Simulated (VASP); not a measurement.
Here is a VASP 6.6.1 calculation.

File INCAR:

```
SYSTEM = HF
PREC = Accurate
ENCUT = 910
EDIFF = 1E-6
ISMEAR = -1
SIGMA = 0.02
LREAL = .False.
LASPH = .True.
NELM = 120
ALGO = Normal
ISIF = 2
LWAVE = .False.
LCHARG = .False.
GGA = PS
NBANDS = 36
GGA_COMPAT = .False.
```

Contents of KPOINTS:

```
regular mesh
0
Gamma
  1 1 1
  0 0 0
```

POSCAR

```
HF
1.0
    5.4647890000      0.0000000000      0.0000000000
    0.0000000000      5.4647890000      0.0000000000
    0.0000000000      0.0000000000      5.4647890000
F H
6 6
Direct
    0.0294064419      0.0562693271      1.0577169585
    0.5132860573      0.6915729043      0.6601535759
    0.7416571802      0.2470177714      0.7687945500
    0.8365190312      0.9222313981      0.4188450826
    0.2206489583      0.4719486882      0.3980208568
    0.5937832183      0.4310321954      0.2216188036
   -0.1011749950      0.1285685504      0.9537239224
    0.5958693007      0.7559303754      0.5085283256
    0.7492329530      0.1091167472      0.6534744525
    0.9325154183      0.9934509823      0.2780345225
    0.3116131291      0.5641022920      0.5032948207
    0.4194489485      0.4228708556      0.2496528228
```

Potentials or basis: VASP PAW PBE potentials, release 64 (F_h, H_h).

The run is started by

```bash
$ cat potpaw_PBE.64/F_h/POTCAR potpaw_PBE.64/H_h/POTCAR > POTCAR
$ mpirun -np 1 vasp_gam > vasp.out
```

What does it give for the band gap on the k mesh?

6.48 eV.

Estimate the pressure.

0.5 GPa.

Stress tensor (GPa, compression positive):
```
 1.97  0.78  0.58
 0.78 -0.42  1.33
 0.58  1.33 -0.15
```

Caveat: the k points lie up to 1.15 Å⁻¹ apart; the cutoff is under 1.25 times the usual one of these potentials, so pressure, stress and relaxed cells hold a basis-set (Pulay) error; the PAW data sets were made with another functional, which shifts forces and pressure a little.
